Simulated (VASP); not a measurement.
A run of VASP 6.6.1 is set up as follows.

Contents of INCAR:

```
ALGO = Normal ; EDIFF = 1E-8
ENCUT = 600 ; GGA = PS
IBRION = 6 ; ISIF = 3
ISMEAR = -1 ; ISPIN = 2
LASPH = T ; LCHARG = F
LMAXMIX = 4 ; LORBIT = 11
LREAL = F ; LWAVE = F
MAGMOM = 1 1 1 0 ; NELM = 150
NFREE = 2 ; NSW = 1
POTIM = 0.015 ; PREC = Accurate
SIGMA = 0.05
```

Contents of KPOINTS:

```
k-points
0
Gamma
  6 6 6
```

Contents of POSCAR:

```
AlNi3
1.0
    3.5230547267      0.0000000000      0.0000000000
    0.0000000000      3.5230547267      0.0000000000
    0.0000000000      0.0000000000      3.5230547267
Ni Al
3 1
Direct
    0.5000000000      0.5000000000      0.0000000000
    0.5000000000      0.0000000000      0.5000000000
    0.0000000000      0.5000000000      0.5000000000
    0.0000000000      0.0000000000      0.0000000000
```

Potentials or basis: VASP PAW PBE potentials, release 64 (Ni, Al).

The run is started by

```console
$ cat potpaw_PBE.64/Ni/POTCAR potpaw_PBE.64/Al/POTCAR > POTCAR
$ mpirun -np 1 vasp_std > vasp.out
```

Problem. Estimate the elastic constants C11, C12, C44.

Solution. 262, 168, 143 GPa.

Problem. Estimate the Voigt bulk modulus.

Solution. 199 GPa.

Problem. What does it give for the highest phonon frequency at Γ, LO-TO splitting left out?

Solution. 342 cm⁻¹.

Elastic tensor in Voigt notation (GPa, in the Cartesian axes of the cell as first typed):
```
262 168 168   0   0   0
168 262 168   0   0   0
168 168 262   0   0   0
  0   0   0 143   0   0
  0   0   0   0 143   0
  0   0   0   0   0 143
```

Caveat: the PAW data sets were made with another functional, which shifts forces and pressure a little.
